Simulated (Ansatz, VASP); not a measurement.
# Mo in VASP and in Ansatz

```xyz
8
Lattice="5.0588 0.0000 0.0000 0.0000 5.0588 0.0000 0.0000 0.0000 5.0588" Properties=species:S:1:pos:R:3 pbc="T T T"
Mo    0.0000    0.0000    0.0000
Mo    2.5294    2.5294    2.5294
Mo    1.2647    5.0588    2.5294
Mo    3.7941    5.0588    2.5294
Mo    2.5294    1.2647    5.0588
Mo    2.5294    3.7941    5.0588
Mo    0.0000    2.5294    1.2647
Mo    5.0588    2.5294    3.7941
```

Alike in both runs: functional revPBE; k mesh 5 × 5 × 5; occupations fermi-dirac, width 0.1 eV; no spin polarisation.

Ansatz relaxed the structure, and its values are those at the end. VASP's run is a single point on that final structure, the one shown.

|  | VASP | Ansatz |
| --- | --- | --- |
| version | VASP 6.6.1 | Ansatz 0.2.0 |
| potentials or method | VASP PAW PBE potentials, release 64 (Mo_sv), cutoff 520 eV | plane waves (420 eV) with PAW, scalar-relativistic |
| valence electrons in the cell | 112 | 112 |

VASP gave:

- pressure (GPa): 0.5

Problem. Estimate Ansatz's values.

Solution. Pressure (GPa): 0.0.

VASP's potentials were made for PBE, not for revPBE.
